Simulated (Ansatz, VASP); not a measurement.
W: VASP beside Ansatz

```
CELL_PARAMETERS angstrom
-1.63723 1.59730 1.63723
1.55737 -1.59730 1.55737
1.63723 1.59730 -1.63723
ATOMIC_POSITIONS crystal
W 0.00000 0.00000 0.00000
```

Change from the starting cell: strain -0.0500 x Voigt [0, 0, 0, 0, 1, 0], atoms carried along.

Alike in both runs: task single point; functional PBEsol; k mesh 20 × 20 × 20; occupations gaussian, width 0.15 eV; no spin polarisation.

```csv
,VASP,Ansatz
version,VASP 6.6.1,Ansatz 0.2.0
potentials or method,"VASP PAW PBE potentials, release 64 (W_sv), cutoff 520 eV","scalar-relativistic, plane waves, PAW"
valence electrons in the cell,14,14
```

```csv
,VASP,Ansatz,Ansatz less VASP
gap on the k mesh at the Fermi level (eV),none,none,-
pressure (GPa),-10.4,-10.8,-0.46
"traceless stress, the component that is largest in VASP (GPa)",6.88,6.77,-0.114
```

VASP's potentials were made for PBE, not for PBEsol. A gap of «none» marks a metal or a gap that the smearing closes. With one functional, cell and mesh, what is left measures potentials, basis and numerics.

Neither program's run includes spin-orbit coupling.
